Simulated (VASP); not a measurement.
Write the native input for VASP 6.6.1 that does the following.

```
Task                   : single point
Functional             : r2SCAN
Potentials or basis    : VASP PAW PBE potentials, release 64 (Mg, H)
Cutoff                 : 520 eV
k mesh                 : 12 × 12 × 4
Occupations            : gaussian, width 0.1 eV
Spin                   : no spin polarisation
Dipole correction      : no
Further INCAR settings : ALGO = Normal; EDIFF = 1e-06; NBANDS = 16
```

MgH:

```xyz
8
Lattice="3.0647 0.0000 0.0000 -1.5323 2.6541 0.0000 0.0000 0.0000 12.6686" Properties=species:S:1:pos:R:3 pbc="T T T"
Mg    3.0647    0.0000    0.0000
Mg    0.0000    1.7694    3.1672
Mg    1.5323    2.6541    6.3343
Mg    1.5323    0.8847    9.5015
H     0.0000    0.0000   10.5830
H     0.0000    0.0000    2.0856
H     0.0000    0.0000    4.2487
H     0.0000    0.0000    8.4199
```

The input as run:

POSCAR

```
MgH
1.0
    3.0646978067      0.0000000000      0.0000000000
   -1.5323489034      2.6541061555      0.0000000000
    0.0000000000      0.0000000000     12.6686080176
Mg H
4 4
Direct
    1.0000000000      0.0000000000      0.0000000000
    0.3333333333      0.6666666667      0.2500000000
    1.0000000000      1.0000000000      0.5000000000
    0.6666666667      0.3333333333      0.7500000000
    0.0000000000      0.0000000000      0.8353752879
    0.0000000000      0.0000000000      0.1646247121
    0.0000000000      0.0000000000      0.3353752879
    0.0000000000      0.0000000000      0.6646247121
```

INCAR.step1

```
SYSTEM = MgH
PREC = Accurate ; ENCUT = 520
ISMEAR = 0 ; SIGMA = 0.1
LREAL = .False. ; LASPH = .True.
NELM = 80 ; NBANDS = 16
GGA = PE ; ALGO = Normal
EDIFF = 1E-4 ; LWAVE = .True.
LCHARG = .False.
```

INCAR.step2

```
SYSTEM = MgH
PREC = Accurate ; ENCUT = 520
EDIFF = 1E-6 ; ISMEAR = 0
SIGMA = 0.1 ; LREAL = .False.
LASPH = .True. ; NELM = 80
ALGO = Normal ; ISIF = 2
LWAVE = .False. ; LCHARG = .False.
METAGGA = R2SCAN ; LMIXTAU = .True.
NBANDS = 16 ; ISTART = 1
```

KPOINTS

```
regular mesh
0
Gamma
  12 12 4
  0 0 0
```

Potentials or basis: VASP PAW PBE potentials, release 64 (Mg, H).

Launch:

```sh
$ cat potpaw_PBE.64/Mg/POTCAR potpaw_PBE.64/H/POTCAR > POTCAR
$ cp INCAR.step1 INCAR
$ mpirun -np 1 vasp_std > vasp.out
$ cp INCAR.step2 INCAR
$ mpirun -np 1 vasp_std > vasp.out
```

It gave:

The pressure is -0.3 GPa. The largest force is 0.005 eV/Å and the band gap on the k mesh is zero (bands 6 and 7 overlap by 0.81 eV).

Caveat: the PAW data sets were made with another functional, which shifts forces and pressure a little.

It took 3.4 min on 1 thread of Intel(R) Xeon(R) Platinum 8488C (Sapphire Rapids), with other jobs on the host, peak memory 0.28 GiB.
